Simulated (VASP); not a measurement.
# Se (Im-3m) in VASP: settings compared

Aim: see how the results for Se move with the level of theory and the settings. Levels: PBE+U, revPBE+U. Tasks: single point.

All numbers are computed with VASP 6.6.1; they aren't measurements. Logs are shortened: lines on timing, memory, paths and dates and some standing lists are left out, and cuts for length are marked.

## (1) The cell of the first run

Symmetry: Im-3m, No. 229, cubic system. The conventional cell has a = 3.407 Å, b = 3.407 Å, c = 3.407 Å, α = 90.00°, β = 90.00°, γ = 90.00°. Within 3.9 Å of Se (site symmetry m-3m) lie 14 Se at 2.95 to 3.41 Å.

This isn't the form of Se at room conditions, which is trigonal, of chains.

## (2) Single point, PBE+U

INCAR reads:

```
SYSTEM = Se
  PREC = Accurate
  ENCUT = 500
  EDIFF = 1E-6
  ISMEAR = 0
  SIGMA = 0.1
  LREAL = .FALSE.
  LASPH = .TRUE.
  NELM = 200
  ALGO = Normal
  ISIF = 2
  LWAVE = .FALSE.
  LCHARG = .TRUE.
  LDAU = .TRUE.
  LDAUTYPE = 2
  LDAUL = 1
  LDAUU = 1.3
  LDAUJ = 0
  LDAUPRINT = 1
  GGA = PE
  LELF = .TRUE.
  LVHAR = .TRUE.
  NBANDS = 9
  GGA_COMPAT = .FALSE.
```

KPOINTS reads:

```
Automatic mesh
0
G
  4 4 4
  0 0 0
```

POSCAR reads:

```
Se
1.0
   -1.7034486149      1.7034486149      1.7034486149
    1.7034486149     -1.7034486149      1.7034486149
    1.7034486149      1.7034486149     -1.7034486149
Se
1
Direct
    0.0000000000      0.0000000000      0.0000000000
```

Potentials or basis: VASP PAW PBE potentials, release 64 (Se).

Command:

```sh
$ cat potpaw_PBE.64/Se/POTCAR > POTCAR
$ mpirun -np 1 vasp_std > vasp.out
```

OUTCAR:

```text
SYSTEM = Se
   PREC = Accurate
   ENCUT = 500
   EDIFF = 1E-6
   ISMEAR = 0
   LREAL = .FALSE.
   LASPH = .TRUE.
   NELM = 200
   ISIF = 2
   GGA = PE

 ion  position               nearest neighbor table
   1  0.000  0.000  0.000-

  LATTYP: Found a body centered cubic cell.
 ALAT       =     3.4068972298

  Lattice vectors:

 A1 = (  -1.7034486149,   1.7034486149,   1.7034486149)
 A2 = (   1.7034486149,  -1.7034486149,   1.7034486149)
 A3 = (   1.7034486149,   1.7034486149,  -1.7034486149)

Analysis of symmetry for initial positions (statically):
=====================================================================
 Subroutine PRICEL returns:
 Original cell was already a primitive cell.

 Routine SETGRP: Setting up the symmetry group for a
 body centered cubic supercell.

 Subroutine GETGRP returns: Found 48 space group operations
 (whereof 48 operations were pure point group operations)
 out of a pool of 48 trial point group operations.

The static configuration has the point symmetry O_h .

Analysis of symmetry for dynamics (positions and initial velocities):
=====================================================================
 Subroutine PRICEL returns:
 Original cell was already a primitive cell.

 Routine SETGRP: Setting up the symmetry group for a
 body centered cubic supercell.

 Subroutine GETGRP returns: Found 48 space group operations
 (whereof 48 operations were pure point group operations)
 out of a pool of 48 trial point group operations.

The dynamic configuration has the point symmetry O_h .

 Subroutine INISYM returns: Found 48 space group operations
 (whereof 48 operations are pure point group operations),
 and found     1 'primitive' translations

----------------------------------------------------------------------------------------

                                     Primitive cell

  volume of cell :      19.7718

  direct lattice vectors                    reciprocal lattice vectors
    -1.703448615  1.703448615  1.703448615     0.000000000  0.293522209  0.293522209
     1.703448615 -1.703448615  1.703448615     0.293522209  0.000000000  0.293522209
     1.703448615  1.703448615 -1.703448615     0.293522209  0.293522209  0.000000000

  length of vectors
     2.950459549  2.950459549  2.950459549     0.415103089  0.415103089  0.415103089

  position of ions in fractional coordinates (direct lattice)
     0.000000000  0.000000000  0.000000000

  ion indices of the primitive-cell ions
   primitive index   ion index
                 1           1

----------------------------------------------------------------------------------------

 KPOINTS: Automatic mesh

Automatic generation of k-mesh.
 Grid dimensions read from file:
 generate k-points for:    4    4    4

 Generating k-lattice:

  Cartesian coordinates                     Fractional coordinates (reciprocal lattice)
     0.000000000  0.073380552  0.073380552     0.250000000  0.000000000  0.000000000
     0.073380552  0.000000000  0.073380552     0.000000000  0.250000000  0.000000000
     0.073380552  0.073380552  0.000000000     0.000000000  0.000000000  0.250000000

  Length of vectors
     0.103775772  0.103775772  0.103775772

  Shift w.r.t. Gamma in fractional coordinates (k-lattice)
     0.000000000  0.000000000  0.000000000

 Subroutine IBZKPT returns following result:
 ===========================================

 Found      8 irreducible k-points:

 Following reciprocal coordinates:
            Coordinates               Weight
  0.000000  0.000000  0.000000      1.000000
  0.250000  0.000000  0.000000     12.000000
  0.500000  0.000000  0.000000      6.000000
  0.250000  0.250000  0.000000     24.000000
  0.250000  0.250000  0.250000      2.000000
 -0.250000  0.250000  0.250000      6.000000
  0.500000  0.500000  0.250000     12.000000
  0.500000  0.500000  0.500000      1.000000
   k-points           NKPTS =      8   k-points in BZ     NKDIM =      8   number of bands    NBANDS=      9
   number of dos      NEDOS =    301   number of ions     NIONS =      1
   total plane-waves  NPLWV =  13824
   dimension x,y,z NGX =    24 NGY =   24 NGZ =   24
   dimension x,y,z NGXF=    48 NGYF=   48 NGZF=   48
   ions per type =               1
   NGX,Y,Z   is equivalent  to a cutoff of  13.52, 13.52, 13.52 a.u.
   NGXF,Y,Z  is equivalent  to a cutoff of  27.05, 27.05, 27.05 a.u.
 SYSTEM =  Se
   PREC   = accura    normal or accurate (medium, high low for compatibility)
   ISTART =      0    job   : 0-new  1-cont  2-samecut
   ICHARG =      2    charge: 1-file 2-atom 10-const
   ISPIN  =      1    spin polarized calculation?
   LNONCOLLINEAR =      F non collinear calculations
   LSORBIT =      F    spin-orbit coupling
   LASPH  =      T    aspherical Exc in radial PAW
   ENCUT  =  500.0 eV  36.75 Ry    6.06 a.u.   5.38  5.38  5.38*2*pi/ulx,y,z
   NELM   =    200;   NELMIN=  2; NELMDL= -5     # of ELM steps
   EDIFF  = 0.1E-05   stopping-criterion for ELM
   LREAL  =      F    real-space projection
   EDIFFG = 0.1E-04   stopping-criterion for IOM
   NSW    =      0    number of steps for IOM
   IBRION =     -1    ionic relax: 0-MD 1-quasi-New 2-CG
   NFREE  =      0    steps in history (QN), initial steepest desc. (CG)
   ISIF   =      2    stress and relaxation
   ISYM   =      2    0-nonsym 1-usesym 2-fastsym
   POTIM  = 0.5000    time-step for ionic-motion
   TEBEG  =    0.0;   TEEND  =   0.0 temperature during run
   PSTRESS=    0.0 pullay stress
   NELECT =       6.0000    total number of electrons
   NUPDOWN=      -1.0000    fix difference up-down
   EMIN   =  10.00;   EMAX   =-10.00  energy-range for DOS
   EFERMI =   0.00;   METHOD = LEGACY
   ISMEAR =     0;   SIGMA  =   0.10  broadening in eV -4-tet -1-fermi 0-gaus
   EFERMI_NEDOS =   21; number of points for ismear=-14 and -15
   IALGO  =     38    algorithm
   IMIX   =      4    mixing-type and parameters
     AMIX     =   0.40;   BMIX     =  1.00
     AMIX_MAG =   1.60;   BMIX_MAG =  1.00
  volume/ion in A,a.u.               =      19.77       133.43
  Fermi-wavevector in a.u.,A,eV,Ry     =   1.100127  2.078939 16.466855  1.210280
  Thomas-Fermi vector in A             =   2.236533
   LORBIT       =      0    0 simple, 1 ext, 2 COOP (PROOUT), +10 PAW based schemes
 LDA+U is selected, type is set to LDAUTYPE =  2
   angular momentum for each species LDAUL =     1
   U (eV)           for each species LDAUU =   1.3
   J (eV)           for each species LDAUJ =   0.0
   GGA     = PE    functional components
   LHFCALC =     F    Hartree Fock is set to
   AEXX    =    0.0000 exact exchange contribution
   IVDW    =     0    specifies the selected vdW correction
   LEPSILON=     F    determine dielectric tensor
   LRPA    =     F    only Hartree local field effects (RPA)
 non-spin polarized calculation
 Gauss-broadening in eV      SIGMA  =   0.10
  energy-cutoff  :      500.00
  volume of cell :       19.77
 maximum number of plane-waves:       531
 NGX is ok and might be reduce to    24
   NGX = 11   NGY = 11   NGZ = 11

 number of electron       6.0000000 magnetization

 Free energy of the ion-electron system (eV)
  ---------------------------------------------------
  ext. energy  EPLUGINS =         0.00000000
  ---------------------------------------------------
  free energy    TOTEN  =        -2.34421216 eV

  energy without entropy =       -2.34014682  energy(sigma->0) =       -2.34217949

 E-fermi :   5.3106     XC(G=0): -10.7435

 val. band max:        5.2127778138   @ k =  -0.2500   0.2500   0.2500
 cond. band min:       6.0057733136   @ k =   0.5000   0.0000   0.0000
 fundamental gap:      0.7929954997
 Fermi energy:         5.3105703021

 k-point     1 :       0.0000    0.0000    0.0000
  band No.  band energies     occupation
      1     -10.5510      2.00000
      2       9.0883      0.00000
      3       9.0883      0.00000
      4       9.0883      0.00000
      5      17.3158      0.00000
      6      18.2904      0.00000
      7      18.2904      0.00000
      8      18.2904      0.00000
      9      21.3535      0.00000

 k-point     2 :       0.2500    0.0000    0.0000
  band No.  band energies     occupation
      1      -9.2407      2.00000
      2       3.7354      2.00000
      3       7.2370      0.00000
      4       8.6392      0.00000
      5      14.6319      0.00000
      6      15.5490      0.00000
      7      20.5933      0.00000
      8      20.6135      0.00000
      9      23.0341      0.00000

 k-point     3 :       0.5000    0.0000    0.0000
  band No.  band energies     occupation
      1      -6.9718      2.00000
      2      -0.9331      2.00000
      3       6.0058      0.00000
      4       8.1785      0.00000
      5      12.7650      0.00000
      6      14.1413      0.00000
      7      23.3918      0.00000
      8      23.9938      0.00000
      9      24.8433      0.00000

 k-point     4 :       0.2500    0.2500    0.0000
  band No.  band energies     occupation
      1      -7.1499      2.00000
      2       0.7947      2.00000
      3       3.2723      2.00000
      4       7.2334      0.00000
      5      14.8569      0.00000
      6      17.0695      0.00000
      7      21.1624      0.00000
      8      21.8181      0.00000
      9      25.0133      0.00000

 k-point     5 :       0.2500    0.2500    0.2500
  band No.  band energies     occupation
      1      -6.2472      2.00000
      2       2.0423      2.00000
      3       2.0423      2.00000
      4       2.0423      2.00000
      5      21.1346      0.00000
      6      21.1346      0.00000
      7      21.1346      0.00000
      8      25.7523      0.00000
      9      25.7523      0.00000

 k-point     6 :      -0.2500    0.2500    0.2500
  band No.  band energies     occupation
      1      -7.9976      2.00000
      2       3.6705      2.00000
      3       5.2128      1.83333
      4       5.2128      1.83333
      5      12.9075      0.00000
      6      19.4106      0.00000
      7      19.9801      0.00000
      8      19.9801      0.00000
      9      21.2277      0.00000

 k-point     7 :       0.5000    0.5000    0.2500
  band No.  band energies     occupation
      1      -5.9501      2.00000
      2       0.3978      2.00000
      3       3.9252      2.00000
      4       4.9508      2.00000
      5      12.8663      0.00000
      6      15.0105      0.00000
      7      19.2162      0.00000
      8      20.2956      0.00000
      9      29.8306      0.00000

 k-point     8 :       0.5000    0.5000    0.5000
  band No.  band energies     occupation
      1      -4.4858      2.00000
      2       2.6181      2.00000
      3       2.6181      2.00000
      4       2.6181      2.00000
      5       9.8054      0.00000
      6       9.8054      0.00000
      7      28.7156      0.00000
      8      28.7157      0.00000
      9      28.7246      0.00000

------------------------ aborting loop because EDIFF is reached ----------------------------------------

  FORCE on cell =-STRESS in cart. coord.  units (eV):
  Direction    XX          YY          ZZ          XY          YZ          ZX
  --------------------------------------------------------------------------------------
  -------------------------------------------------------------------------------------
  Total        0.1379904      0.1379904      0.1379904     -0.0000000     -0.0000000      0.0000000
  in kB       11.1818136     11.1818136     11.1818136     -0.0000000     -0.0000000      0.0000000
  external PRESSURE =      11.1818136 kB  Pullay stress =       0.0000000 kB

 VOLUME and BASIS-vectors are now :
 -----------------------------------------------------------------------------
  energy-cutoff  :      500.00
  volume of cell :       19.77
      direct lattice vectors                 reciprocal lattice vectors
    -1.703448615  1.703448615  1.703448615     0.000000000  0.293522209  0.293522209
     1.703448615 -1.703448615  1.703448615     0.293522209  0.000000000  0.293522209
     1.703448615  1.703448615 -1.703448615     0.293522209  0.293522209  0.000000000

 POSITION                                       TOTAL-FORCE (eV/Angst)
 -----------------------------------------------------------------------------------
      0.00000      0.00000      0.00000         0.000000     -0.000000     -0.000000
 -----------------------------------------------------------------------------------
    total drift:                                0.000000     -0.000000     -0.000000

  FREE ENERGIE OF THE ION-ELECTRON SYSTEM (eV)
  ---------------------------------------------------
  free  energy   TOTEN  =        -2.3442121571 eV

  energy  without entropy=       -2.3401468185  energy(sigma->0) =       -2.34217949
```

It took 3.3 s on 1 thread of Intel Xeon Platinum 8375C at 2.90GHz (Ice Lake), shared host; peak memory 0.13 GiB.

What came out:

* Free energy: -2.3442 eV
* Pressure: 1.1 GPa
* Band gap on the k mesh: zero (bands 3 and 4 overlap by 7.05 eV)

Caveat: the k points lie up to 0.65 Å⁻¹ apart, too coarse for converged energies and pressures of a metal; U without spin polarisation on a metal has little footing.

## (3) Single point, PBE+U

INCAR reads:

```
PREC     = Accurate       # precision mode
ENCUT    = 500            # plane-wave cutoff, eV
EDIFF    = 1E-6           # SCF threshold, eV
ISMEAR   = 0              # smearing method
SIGMA    = 0.1            # smearing width, eV
LREAL    = False          # projectors in reciprocal space
LASPH    = True           # aspherical terms in the spheres
NELM     = 200            # most SCF steps
ALGO     = Normal         # electronic algorithm
ISIF     = 2              # what is computed and relaxed
LWAVE    = False          # write WAVECAR
LCHARG   = False          # write CHGCAR
LDAU     = True           # DFT+U
LDAUTYPE = 2            
LDAUL    = 1              # shell
LDAUU    = 2.2            # U, eV
LDAUJ    = 0            
LDAUPRINT= 1            
GGA      = PE             # functional
NBANDS   = 9              # bands
GGA_COMPAT= False
```

KPOINTS reads:

```
regular mesh
0
Gamma
  10 10 10
```

POSCAR is that of step 2.

Potentials or basis: VASP PAW PBE potentials, release 64 (Se).

Command:

```sh
$ cat potpaw_PBE.64/Se/POTCAR > POTCAR
$ mpirun -np 1 vasp_std > vasp.out
```

Wall time 5.7 s (1 thread of Intel Xeon Platinum 8375C at 2.90GHz (Ice Lake), shared host); peak memory 0.14 GiB.

Results (log left out):

| Item | Value |
| --- | --- |
| Free energy | -1.3964 eV |
| Pressure | 2.8 GPa |
| Band gap on the k mesh | zero (bands 3 and 4 overlap by 6.50 eV) |

Levels at points of the mesh, in eV from the Fermi level:
| k point | band 1 | band 2 | band 3 | band 4 | band 5 | band 6 | band 7 | band 8 |
| --- | --- | --- | --- | --- | --- | --- | --- | --- |
| (0.00, 0.00, 0.00) | -16.46 | 3.29 | 3.29 | 3.29 | 11.41 | 12.38 | 12.38 | 12.38 |
| (0.50, 0.00, 0.00) | -12.88 | -6.78 | 0.19 | 2.37 | 6.86 | 8.23 | 17.51 | 18.08 |
| (0.50, 0.50, 0.50) | -10.40 | -3.21 | -3.21 | -3.21 | 3.90 | 3.90 | 22.80 | 22.80 |

Caveat: U without spin polarisation on a metal has little footing.

## (4) Single point, revPBE+U

INCAR reads:

```
SYSTEM = Se
PREC = Accurate
ENCUT = 500
EDIFF = 1E-6
ISMEAR = 0
SIGMA = 0.1
LREAL = .FALSE.
LASPH = .TRUE.
NELM = 200
ALGO = Normal
ISIF = 2
LWAVE = .FALSE.
LCHARG = .FALSE.
LDAU = .TRUE.
LDAUTYPE = 2
LDAUL = 1
LDAUU = 3.1
LDAUJ = 0
LDAUPRINT = 1
GGA = RE
NBANDS = 9
GGA_COMPAT = .FALSE.
```

KPOINTS reads:

```
Automatic mesh
0
G
  10 10 10
  0 0 0
```

POSCAR is that of step 3.

Command:

```sh
$ cat potpaw_PBE.64/Se/POTCAR > POTCAR
$ mpirun -np 1 vasp_std > vasp.out
```

It took 6.1 s on 1 thread of Intel Xeon Platinum 8375C at 2.90GHz (Ice Lake), shared host; peak memory 0.13 GiB.

Results (log left out):

| Quantity | Value |
| --- | --- |
| Free energy | -0.4256 eV |
| Pressure | 4.4 GPa |
| Band gap on the k mesh | zero (bands 3 and 4 overlap by 6.54 eV) |

Levels at points of the mesh, in eV from the Fermi level:
```tsv
k point	band 1	band 2	band 3	band 4	band 5	band 6
(0.00, 0.00, 0.00)	-16.55	3.32	3.32	3.32	11.37	12.26
(0.50, 0.00, 0.00)	-12.97	-6.80	0.20	2.39	6.78	8.13
(0.50, 0.50, 0.50)	-10.47	-3.22	-3.22	-3.22	3.82	3.82
```

Caveat: the cell stands under pressure; the PAW data sets were made with another functional, which shifts forces and pressure a little; U without spin polarisation on a metal has little footing.

## (5) The runs side by side

```tsv
level	U	k mesh	gap on the mesh (eV)	pressure (GPa)
PBE+U	Se p U = 1.3 eV	4 × 4 × 4	none	1.1
PBE+U	Se p U = 2.2 eV	10 × 10 × 10	none	2.8
revPBE+U	Se p U = 3.1 eV	10 × 10 × 10	none	4.4
```

Alike in all rows: task single point; potentials or basis VASP PAW PBE potentials, release 64 (Se); no spin polarisation; cell as given; cutoff (eV) 500; smearing gaussian 0.1 eV.

Caveats: some runs use coarse meshes; U without spin polarisation on a metal has little footing; the cell stands under pressure (at least some runs); the PAW data sets were made with another functional, which shifts forces and pressure a little (at least some runs).

Total energies depend on the potentials used, so only differences within one code and one set of settings carry meaning.
